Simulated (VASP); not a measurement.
# BaLi7F9 in VASP: notebook

Runs on BaLi7F9. Level: PBE. Tasks: single point.

Everything below comes from runs of VASP 6.6.1. Logs are shortened: lines on timing, memory, paths and dates and some standing lists are left out, and cuts for length are marked.

### Step 1. The cell of the first run

The cell holds a disordered packing, 17 atoms: a = 5.603 Å, b = 5.754 Å, c = 5.541 Å, α = 91.46°, β = 90.77°, γ = 89.43°.

### Step 2. Single point, PBE

INCAR reads:

```
SYSTEM = BaLi7F9
  PREC = Accurate
  ENCUT = 520
  EDIFF = 1E-6
  ISMEAR = -1
  SIGMA = 0.1637
  LREAL = Auto
  LASPH = .TRUE.
  NELM = 80
  ALGO = Normal
  ISIF = 2
  LWAVE = .FALSE.
  LCHARG = .TRUE.
  GGA = PE
  LELF = .TRUE.
  LVHAR = .TRUE.
  NBANDS = 61
```

KPOINTS reads:

```
Automatic mesh
0
G
  4 4 4
  0 0 0
```

POSCAR reads:

```
BaLi7F9
1.0
    5.6029570000      0.0278370000     -0.0374620000
    0.0278370000      5.7534950000     -0.0718080000
   -0.0374620000     -0.0718080000      5.5402340000
Ba F Li
1 9 7
Direct
    0.8420463082      0.9419114920      0.7092426701
    0.6578605533      0.9256646741      0.2739452918
    0.9048407083      0.5204408947      0.4338844621
    0.2638404544      0.6939537175      0.1122183127
    0.7510214491      0.5545520528      0.9659380562
    0.2916463525      0.7760223302      0.7369912895
    0.3649195020      0.3674622017      0.3863159672
    0.4952340291      0.2058914775      0.9293257823
    0.0720117475      0.2367677024      0.8931920487
    0.0534001585      0.0573535306      0.3365124490
    0.1067872225      0.3650355953      0.3684462732
    0.8822872831      0.7346514986      0.2282622023
    0.3659438654      0.3513538436      0.7246027621
    0.6820340685      0.2973194043      0.1901734140
    0.0858635413      0.5661288523      0.8785324277
    0.3957814626      0.9341949368      0.0320017799
    0.3591267678      0.7945178179      0.4066077355
```

Potentials or basis: VASP PAW PBE potentials, release 64 (Ba_sv, F, Li_sv).

The run is started by

```
> cat potpaw_PBE.64/Ba_sv/POTCAR potpaw_PBE.64/F/POTCAR potpaw_PBE.64/Li_sv/POTCAR > POTCAR
> mpirun -np 1 vasp_std > vasp.out
```

OUTCAR:

```text
SYSTEM = BaLi7F9
   PREC = Accurate
   ENCUT = 520
   EDIFF = 1E-6
   ISMEAR = -1
   LREAL = Auto
   LASPH = .TRUE.
   NELM = 80
   ISIF = 2
   GGA = PE

 ion  position               nearest neighbor table
   1  0.842  0.942  0.709-   9 2.34  10 2.50   2 2.61   6 2.69  15 2.73   5 2.73   8 2.74   3 2.85
                            12 2.90  16 3.10  12 3.15   6 3.24  17 3.27   2 3.31  14 3.44  17 3.45
   2  0.658  0.926  0.274-  12 1.68  16 1.98  17 2.00  14 2.21   1 2.61   1 3.31
   3  0.905  0.520  0.434-  11 1.48  12 1.70  14 2.22   1 2.85
   4  0.264  0.694  0.112-  16 1.65  15 1.77  17 1.79  12 2.25
   5  0.751  0.555  0.966-  12 1.91  15 1.95  14 2.00   1 2.73
   6  0.292  0.776  0.737-  15 1.87  17 1.88  16 1.94   1 2.69   1 3.24
   7  0.365  0.367  0.386-  11 1.45  13 1.88  14 2.13
   8  0.495  0.206  0.929-  13 1.59  16 1.77  14 1.84   1 2.74
   9  0.072  0.237  0.893-  15 1.90  13 2.03   1 2.34
  10  0.053  0.057  0.337-  11 1.80  12 2.17   1 2.50
  11  0.107  0.365  0.368-   7 1.45   3 1.48  10 1.80  13 2.44  12 2.59  14 2.59   1 3.47
  12  0.882  0.735  0.228-   2 1.68   3 1.70   5 1.91  10 2.17   4 2.25  15 2.44  11 2.59   1 2.90
                             1 3.15
  13  0.366  0.351  0.725-   8 1.59   7 1.88   9 2.03  15 2.16  11 2.44   1 3.54
  14  0.682  0.297  0.190-   8 1.84   5 2.00   7 2.13   2 2.21   3 2.22  11 2.59   1 3.44   1 3.67

  15  0.086  0.566  0.879-   4 1.77   6 1.87   9 1.90   5 1.95  13 2.16  12 2.44   1 2.73
  16  0.396  0.934  0.032-   4 1.65   8 1.77   6 1.94   2 1.98  17 2.26   1 3.10   1 3.56
  17  0.359  0.795  0.407-   4 1.79   6 1.88   2 2.00  16 2.26   1 3.27   1 3.45

  LATTYP: Found a triclinic cell.
 ALAT       =     5.5408259822
 B/A-ratio  =     1.4232117001
 C/A-ratio  =     1.0112483956
 COS(alpha) =     0.0022773603
 COS(beta)  =     0.0135104029
 COS(gamma) =     0.6840517052

  Lattice vectors:

 A1 = (  -0.0374620000,  -0.0718080000,   5.5402340000)
 A2 = (  -0.0096250000,   5.6816870000,   5.4684260000)
 A3 = (  -5.6029570000,  -0.0278370000,   0.0374620000)

Analysis of symmetry for initial positions (statically):
=====================================================================
 Subroutine PRICEL returns:
 Original cell was already a primitive cell.

 Routine SETGRP: Setting up the symmetry group for a
 triclinic supercell.

 Subroutine GETGRP returns: Found  1 space group operations
 (whereof  1 operations were pure point group operations)
 out of a pool of  2 trial point group operations.

The static configuration has the point symmetry C_1 .

Analysis of symmetry for dynamics (positions and initial velocities):
[... 148 lines left out ...]
   ISYM   =      2    0-nonsym 1-usesym 2-fastsym
   POTIM  = 0.5000    time-step for ionic-motion
   TEBEG  =    0.0;   TEEND  =   0.0 temperature during run
   PSTRESS=    0.0 pullay stress
   NELECT =      94.0000    total number of electrons
   NUPDOWN=      -1.0000    fix difference up-down
   EMIN   =  10.00;   EMAX   =-10.00  energy-range for DOS
   EFERMI =   0.00;   METHOD = LEGACY
   ISMEAR =    -1;   SIGMA  =   0.16  broadening in eV -4-tet -1-fermi 0-gaus
   EFERMI_NEDOS =   21; number of points for ismear=-14 and -15
   IALGO  =     38    algorithm
   IMIX   =      4    mixing-type and parameters
     AMIX     =   0.40;   BMIX     =  1.00
     AMIX_MAG =   1.60;   BMIX_MAG =  1.00
  volume/ion in A,a.u.               =      10.50        70.88
  Fermi-wavevector in a.u.,A,eV,Ry     =   1.321879  2.497989 23.774334  1.747364
  Thomas-Fermi vector in A             =   2.451601
   LORBIT       =      0    0 simple, 1 ext, 2 COOP (PROOUT), +10 PAW based schemes
   GGA     = PE    functional components
   LHFCALC =     F    Hartree Fock is set to
   AEXX    =    0.0000 exact exchange contribution
   IVDW    =     0    specifies the selected vdW correction
   LEPSILON=     F    determine dielectric tensor
   LRPA    =     F    only Hartree local field effects (RPA)
 non-spin polarized calculation
  energy-cutoff  :      520.00
  volume of cell :      178.56
 maximum number of plane-waves:      4825
 NGX is ok and might be reduce to    42
   NGX = 21   NGY = 21   NGZ = 21

 number of electron      93.9999977 magnetization

 Free energy of the ion-electron system (eV)
  ---------------------------------------------------
  ext. energy  EPLUGINS =         0.00000000
  ---------------------------------------------------
  free energy    TOTEN  =       -77.29821835 eV

  energy without entropy =      -77.29821834  energy(sigma->0) =      -77.29821834

 E-fermi :   2.7619     XC(G=0):  -9.3325

 val. band max:       -0.6976485274   @ k =   0.0000  -0.0000   0.5000
 cond. band min:       5.7179956452   @ k =   0.0000   0.0000   0.0000
 fundamental gap:      6.4156441726
 Fermi energy:         2.7618551056

 k-point     1 :       0.0000    0.0000    0.0000
  band No.  band energies     occupation
      1     -43.1941      2.00000
      2     -43.0640      2.00000
      3     -42.8268      2.00000
      4     -42.7662      2.00000
      5     -42.5225      2.00000
      6     -42.2477      2.00000
[... 1477 lines left out ...]
     58      10.8717      0.00000
     59      11.0296      0.00000

 [... further k-points ...]

 [bands above 59 left out]

------------------------ aborting loop because EDIFF is reached ----------------------------------------

  FORCE on cell =-STRESS in cart. coord.  units (eV):
  Direction    XX          YY          ZZ          XY          YZ          ZX
  --------------------------------------------------------------------------------------
  -------------------------------------------------------------------------------------
  Total       20.6914432     11.3139918     14.2345392     -4.8477895     -1.6127519      1.4397104
  in kB      185.6625035    101.5194558    127.7252707    -43.4987895    -14.4710809     12.9183952
  external PRESSURE =     138.3024100 kB  Pullay stress =       0.0000000 kB

 VOLUME and BASIS-vectors are now :
 -----------------------------------------------------------------------------
  energy-cutoff  :      520.00
  volume of cell :      178.56
      direct lattice vectors                 reciprocal lattice vectors
     5.602957000  0.027837000 -0.037462000     0.178489399 -0.000848655  0.001195912
     0.027837000  5.753495000 -0.071808000    -0.000848655  0.173839554  0.002247428
    -0.037462000 -0.071808000  5.540234000     0.001195912  0.002247428  0.180535007

 POSITION                                       TOTAL-FORCE (eV/Angst)
 -----------------------------------------------------------------------------------
      4.71760      5.39179      3.83019        -1.044098      0.177047      0.056717
      3.70147      5.32445      1.42661        -2.021161      0.570205      0.268777
      5.06802      2.98839      2.33255        -3.229062      2.088336      1.821467
      1.49340      3.99195      0.56200        -1.665304     -1.073562      2.032498
      4.18719      3.14216      5.28357         0.927348      1.178690     -0.043457
      1.62807      4.42004      4.01645         0.252412      0.103050     -2.392127
[... 9 lines left out ...]
      2.24235      5.38361      0.09539         0.007191      0.921999     -0.404842
      2.01906      4.55205      2.18220        -0.145854     -0.226736      0.074722
 -----------------------------------------------------------------------------------
    total drift:                               -0.002462     -0.001340     -0.002732

  FREE ENERGIE OF THE ION-ELECTRON SYSTEM (eV)
  ---------------------------------------------------
  free  energy   TOTEN  =       -77.2982183478 eV

  energy  without entropy=      -77.2982183353  energy(sigma->0) =      -77.29821834
```

Wall time 24 min (1 thread of AMD EPYC 7R13, shared host); peak memory 0.43 GiB.

Results:

* Free energy: -77.2982 eV
* Largest force: 6.061 eV/Å
* Band gap on the k mesh: 6.42 eV (least direct gap 6.52 eV)

Forces on the atoms (eV/Å):
```
Ba  -1.044  0.177  0.057
F   -2.021  0.570  0.269
F   -3.229  2.088  1.821
F   -1.665 -1.074  2.032
F    0.927  1.179 -0.043
F    0.252  0.103 -2.392
F    5.842  0.235  1.599
F    1.826 -1.519  0.527
F    0.384  1.159 -0.386
F    0.442 -0.669  0.241
Li  -1.226 -2.911 -2.048
Li   0.686 -0.058 -0.796
Li  -0.206  0.661 -1.086
Li  -0.485  0.399  0.016
Li  -0.345 -1.036  0.518
Li   0.007  0.922 -0.405
Li  -0.146 -0.227  0.075
```

Caveat: the cutoff is under 1.25 times the usual one of these potentials, so pressure, stress and relaxed cells hold a basis-set (Pulay) error; the atoms stand as in a frame of molecular dynamics; spin-orbit coupling is left out, which moves the levels of the heavy elements.

### Step 3. Single point, PBE

INCAR reads:

```
  ALGO = Normal
  EDIFF = 1E-6
  ENCUT = 520
  GGA = PE
  ISIF = 2
  ISMEAR = -1
  LASPH = T
  LCHARG = F
  LREAL = Auto
  LWAVE = F
  NBANDS = 61
  NELM = 100
  PREC = Accurate
  SIGMA = 0.1181
```

KPOINTS reads:

```
k-points
0
Gamma
  4 4 4
```

POSCAR reads:

```
BaLi7F9
1.0
    5.6029570000      0.0278370000     -0.0374620000
    0.0278370000      5.7534950000     -0.0718080000
   -0.0374620000     -0.0718080000      5.5402340000
Ba F Li
1 9 7
Direct
    0.7750389413      0.9258971515      0.8041271215
    0.6365148904      0.6790684689      0.4388676176
    0.9478541974      0.4322738470      0.6302361957
    0.1869012782      0.6406439688      0.2047183393
    0.7189582390      0.5421929717      0.0100313456
    0.3412684626      0.7469366773      0.7418421759
    0.3823338933      0.1752029157      0.3335145104
    0.4321917389      0.2875331529      0.7756568373
    0.0283632936      0.2563106093      0.0541751722
    0.9666021648      0.9511460748      0.4192336068
    0.0655030631      0.2435710170      0.3732920566
    0.9012887700      0.5897523377      0.2927830910
    0.6406007097      0.4781128074      0.6455187434
    0.4906242129      0.4133689635      0.1532614031
    0.2231285191      0.4953220186      0.8857162394
    0.2612534029      0.0388747954      0.0166878183
    0.3392328442      0.7801481348      0.4320140049
```

Potentials or basis: VASP PAW PBE potentials, release 64 (Ba_sv, F, Li_sv).

The run is started by

```
> cat potpaw_PBE.64/Ba_sv/POTCAR potpaw_PBE.64/F/POTCAR potpaw_PBE.64/Li_sv/POTCAR > POTCAR
> mpirun -np 1 vasp_std > vasp.out
```

OUTCAR:

```text
EDIFF = 1E-6
   ENCUT = 520
   GGA = PE
   ISIF = 2
   ISMEAR = -1
   LASPH = T
   LREAL = Auto
   NELM = 100
   PREC = Accurate

 ion  position               nearest neighbor table
   1  0.775  0.926  0.804-  10 2.41   5 2.54   2 2.56   6 2.66   9 2.72  13 2.81   8 2.82  16 3.02
                             3 3.12  16 3.18   3 3.25  17 3.28  13 3.39  12 3.43  12 3.47  11 3.47
   2  0.637  0.679  0.439-  13 1.65  17 1.76  12 1.77   1 2.56
   3  0.948  0.432  0.630-  13 1.74  11 1.89  15 2.11  12 2.11   1 3.12   1 3.25
   4  0.187  0.641  0.205-  17 1.70  12 1.71  15 1.95  14 2.15
   5  0.719  0.542  0.010-  14 1.70  12 1.87  13 2.09   1 2.54
   6  0.341  0.747  0.742-  17 1.73  15 1.81   1 2.66
   7  0.382  0.175  0.334-  14 1.83  11 1.83  16 2.02
   8  0.432  0.288  0.776-  15 1.77  13 1.78  16 2.22  14 2.22   1 2.82
   9  0.028  0.256  0.054-  11 1.78  16 1.81  15 2.02   1 2.72
  10  0.967  0.951  0.419-  11 1.80  12 2.21   1 2.41
  11  0.066  0.244  0.373-   9 1.78  10 1.80   7 1.83   3 1.89  12 2.24  16 2.53   1 3.47
  12  0.901  0.590  0.293-   4 1.71   2 1.77   5 1.87   3 2.11  10 2.21  11 2.24  13 2.55   1 3.43
                             1 3.47
  13  0.641  0.478  0.646-   2 1.65   3 1.74   8 1.78   5 2.09  12 2.55   1 2.81   1 3.39
  14  0.491  0.413  0.153-   5 1.70   7 1.83  15 2.15   4 2.15   8 2.22
  15  0.223  0.495  0.886-   8 1.77   6 1.81   4 1.95   9 2.02   3 2.11  14 2.15   1 3.54
[... 1713 lines left out ...]
     58      10.7999      0.00000
     59      11.6675      0.00000

 [... further k-points ...]

 [bands above 59 left out]

------------------------ aborting loop because EDIFF is reached ----------------------------------------

  FORCE on cell =-STRESS in cart. coord.  units (eV):
  Direction    XX          YY          ZZ          XY          YZ          ZX
  --------------------------------------------------------------------------------------
  -------------------------------------------------------------------------------------
  Total       15.5743446      8.2274088      9.8660902     -0.3231773     -1.4010211      0.1489951
  in kB      139.7472271     73.8238168     88.5275613     -2.8998415    -12.5712389      1.3369203
  external PRESSURE =     100.6995351 kB  Pullay stress =       0.0000000 kB

 VOLUME and BASIS-vectors are now :
 -----------------------------------------------------------------------------
  energy-cutoff  :      520.00
  volume of cell :      178.56
      direct lattice vectors                 reciprocal lattice vectors
     5.602957000  0.027837000 -0.037462000     0.178489399 -0.000848655  0.001195912
     0.027837000  5.753495000 -0.071808000    -0.000848655  0.173839554  0.002247428
    -0.037462000 -0.071808000  5.540234000     0.001195912  0.002247428  0.180535007

 POSITION                                       TOTAL-FORCE (eV/Angst)
 -----------------------------------------------------------------------------------
      4.33816      5.29098      4.35953         0.163913      1.130594      0.403753
      3.56883      3.89322      2.35882        -0.762755      0.212854     -1.299952
      5.29921      2.46821      3.42511         0.793284     -0.244386     -1.051858
      1.05736      3.67644      1.08118         1.309996     -0.329501     -1.388263
      4.04301      3.13880     -0.01029        -0.023461      1.008876     -0.108467
      1.90511      4.25373      4.04356        -0.674448      1.050810      1.454837
[... 9 lines left out ...]
      1.46425      0.22974      0.07988         0.273597      0.159770      0.180561
      1.90624      4.46700      2.32473        -0.420817      1.063821      0.079340
 -----------------------------------------------------------------------------------
    total drift:                                0.003576     -0.003776     -0.009221

  FREE ENERGIE OF THE ION-ELECTRON SYSTEM (eV)
  ---------------------------------------------------
  free  energy   TOTEN  =       -79.2091493605 eV

  energy  without entropy=      -79.2091493604  energy(sigma->0) =      -79.20914936
```

stdout:

```text
POSCAR found type information on POSCAR BaF Li
 POSCAR found :  3 types and      17 ions
 scaLAPACK will be used
 LDA part: xc-table for (Slater+PW92), standard interpolation
 POSCAR, INCAR and KPOINTS ok, starting setup
 FFT: planning ... GRIDC
 FFT: planning ... GRID_SOFT
 FFT: planning ... GRID
 WAVECAR not read
 entering main loop
```

Run time: 19 min. Hardware: 1 thread of AMD EPYC 7R13, shared host; peak memory 0.43 GiB.

Results:

| Property | Result |
| --- | --- |
| Free energy | -79.2091 eV |
| Largest force | 1.937 eV/Å |
| Band gap on the k mesh | 6.35 eV (least direct gap 6.39 eV) |

Forces on the atoms (eV/Å):
```
Ba   0.164  1.131  0.404
F   -0.763  0.213 -1.300
F    0.793 -0.244 -1.052
F    1.310 -0.330 -1.388
F   -0.023  1.009 -0.108
F   -0.674  1.051  1.455
F    0.883 -0.622 -0.996
F    0.039 -1.338  1.167
F    0.102 -1.084 -0.358
F    0.317  0.342 -0.126
Li   0.440 -0.442  0.660
Li  -0.277  0.512  0.021
Li  -0.421 -1.246  1.250
Li  -0.268 -0.089  0.649
Li  -1.472 -0.086 -0.537
Li   0.274  0.160  0.181
Li  -0.421  1.064  0.079
```

Levels at points of the mesh, in eV from the valence-band top:
| k point | band 44 | band 45 | band 46 | band 47 | band 48 | band 49 | band 50 | band 51 |
| --- | --- | --- | --- | --- | --- | --- | --- | --- |
| (0.00, 0.00, 0.00) | -0.35 | -0.29 | -0.27 | -0.04 | 6.35 | 7.48 | 7.78 | 8.42 |
| (0.50, 0.00, 0.00) | -0.42 | -0.35 | -0.32 | -0.05 | 7.11 | 7.42 | 8.01 | 8.36 |
| (0.00, 0.50, 0.00) | -0.43 | -0.30 | -0.24 | -0.07 | 6.84 | 7.45 | 7.91 | 8.45 |
| (0.50, 0.50, 0.00) | -0.39 | -0.33 | -0.27 | 0.00 | 7.24 | 7.44 | 8.01 | 8.25 |
| (0.00, 0.00, 0.50) | -0.37 | -0.33 | -0.27 | -0.09 | 6.96 | 7.13 | 8.01 | 8.34 |
| (0.50, 0.00, 0.50) | -0.42 | -0.33 | -0.32 | -0.08 | 6.95 | 7.67 | 8.08 | 8.46 |
| (0.00, 0.50, 0.50) | -0.48 | -0.44 | -0.24 | -0.02 | 7.12 | 7.14 | 7.94 | 8.42 |
| (0.50, 0.50, 0.50) | -0.47 | -0.37 | -0.26 | -0.04 | 7.07 | 7.57 | 7.99 | 8.33 |

Caveat: the cutoff is under 1.25 times the usual one of these potentials, so pressure, stress and relaxed cells hold a basis-set (Pulay) error; the atoms stand as in a frame of molecular dynamics; spin-orbit coupling is left out, which moves the levels of the heavy elements.
